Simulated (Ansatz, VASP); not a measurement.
ScCo2Si2: VASP beside Ansatz

```
Sc Co Si
1.0
    -1.84690    1.84690    4.72372
     1.84690   -1.84690    4.72372
     1.84690    1.84690   -4.72372
Sc Co Si
1 2 2
Cartesian
  0.0000 0.0000 0.0000
  1.8469 0.0000 2.3619
  0.0000 1.8469 2.3619
  0.0000 0.0000 5.8973
  0.0000 0.0000 3.5502
```

Alike in both runs: functional LDA; k mesh 14 × 14 × 14; occupations gaussian, width 0.1 eV; no spin polarisation.

Ansatz relaxed the structure, and its values are those at the end. VASP's run is a single point on that final structure, the one shown.

|  | VASP | Ansatz |
| --- | --- | --- |
| version | VASP 6.6.1 | Ansatz 0.2.0 |
| potentials or method | VASP PAW LDA potentials, release 64 (Sc_sv, Co, Si), cutoff 520 eV | scalar-relativistic, plane waves, PAW |
| valence electrons in the cell | 37 | 53 |

|  | VASP | Ansatz | Ansatz less VASP |
| --- | --- | --- | --- |
| gap on the k mesh at the Fermi level (eV) | none | none | - |
| pressure (GPa) | 0.4 | 0.0 | -0.40 |
| rms of the force components (eV/Å) | 0.009 | 0.000 | -0.0095 |

LDA's correlation is that of Perdew and Zunger in VASP and of Perdew and Wang (1992) in Ansatz. A gap of «none» marks a metal or a gap that the smearing closes. VASP's potentials hold 37 valence electrons a cell and Ansatz's 53, so a difference there can come from the potentials and not from the codes.
